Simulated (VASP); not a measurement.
Write the native input for VASP 6.6.1 that does the following.

```
Task                   : single point
Functional             : r2SCAN
Potentials or basis    : VASP PAW PBE potentials, release 64 (Cd, Se)
Cutoff                 : 520 eV
k mesh                 : 3 × 3 × 2
Occupations            : fermi-dirac, width 0.02 eV
Spin                   : no spin polarisation
Dipole correction      : no
Further INCAR settings : LREAL = Auto; ALGO = Normal; EDIFF = 1e-07; NBANDS = 86
```

The system is CdSe.

```
Cd Se
1.0
     8.03870    0.00000    0.00000
    -4.01935    6.96172    0.00000
     0.00000    0.00000    6.65873
Cd Se
8 8
Cartesian
  -0.0047 0.0044 -0.0178
  -0.0055 0.0003 3.3291
  -1.9967 3.4847 0.0015
  -2.0238 3.4765 3.3260
  4.0279 0.0097 0.0041
  4.0145 0.0117 3.3221
  2.0143 3.4767 0.0071
  2.0248 3.4853 3.3334
  -0.0162 2.3265 1.6690
  2.0122 1.1414 4.9917
  -2.0179 5.8033 1.6608
  0.0092 4.6384 5.0013
  4.0307 2.3077 1.6666
  6.0228 1.1585 4.9991
  2.0006 5.7968 1.6764
  4.0189 4.6374 4.9870
```

The input as run:

POSCAR

```
CdSe
1.0
    8.0387008871      0.0000000000      0.0000000000
   -4.0193504435      6.9617191816      0.0000000000
    0.0000000000      0.0000000000      6.6587297887
Cd Se
8 8
Direct
   -0.0002762384      0.0006265694     -0.0026680764
   -0.0006686651      0.0000367725      0.4999582662
    0.0018897088      0.5005559559      0.0002314255
   -0.0020664243      0.4993736331      0.4994949646
    0.5017575299      0.0013996543      0.0006227915
    0.5002355112      0.0016790393      0.4989043114
    0.5002782430      0.4994071018      0.0010625150
    0.5022063840      0.5006415670      0.5006050862
    0.1650805589      0.3341806728      0.2506488554
    0.3322880890      0.1639527493      0.7496447759
    0.1657826991      0.8336084591      0.2494107814
    0.3342762922      0.6662668917      0.7510914482
    0.6671523291      0.3314829196      0.2502822690
    0.8324266185      0.1664106192      0.7507621061
    0.6652043341      0.8326727707      0.2517588269
    0.8330116448      0.6661291384      0.7489465947
```

INCAR.step1

```
  PREC = Accurate
  ENCUT = 520
  ISMEAR = -1
  SIGMA = 0.02
  LREAL = Auto
  LASPH = True
  NELM = 80
  NBANDS = 86
  GGA = PE
  ALGO = Normal
  EDIFF = 1E-4
  LWAVE = True
  LCHARG = False
```

INCAR.step2

```
  PREC = Accurate
  ENCUT = 520
  EDIFF = 1E-7
  ISMEAR = -1
  SIGMA = 0.02
  LREAL = Auto
  LASPH = True
  NELM = 80
  ALGO = Normal
  ISIF = 2
  LWAVE = False
  LCHARG = False
  METAGGA = R2SCAN
  LMIXTAU = True
  NBANDS = 86
  ISTART = 1
```

KPOINTS

```
Automatic mesh
0
Gamma
  3 3 2
```

Potentials or basis: VASP PAW PBE potentials, release 64 (Cd, Se).

Run with:

```bash
$ cat potpaw_PBE.64/Cd/POTCAR potpaw_PBE.64/Se/POTCAR > POTCAR
$ cp INCAR.step1 INCAR
$ mpirun -np 1 vasp_std > vasp.out
$ cp INCAR.step2 INCAR
$ mpirun -np 1 vasp_std > vasp.out
```

It gave:

The pressure is 0.3 GPa. The largest force is 0.116 eV/Å. The band gap on the k mesh is 0.52 eV.

Caveat: the k points lie up to 0.47 Å⁻¹ apart; the PAW data sets were made with another functional, which shifts forces and pressure a little; an odd mesh through Γ misses points on the zone boundary, where band edges can lie.

Wall time 41 min on 1 thread of Intel Xeon 8259CL, on a shared host, peak memory 0.58 GiB.
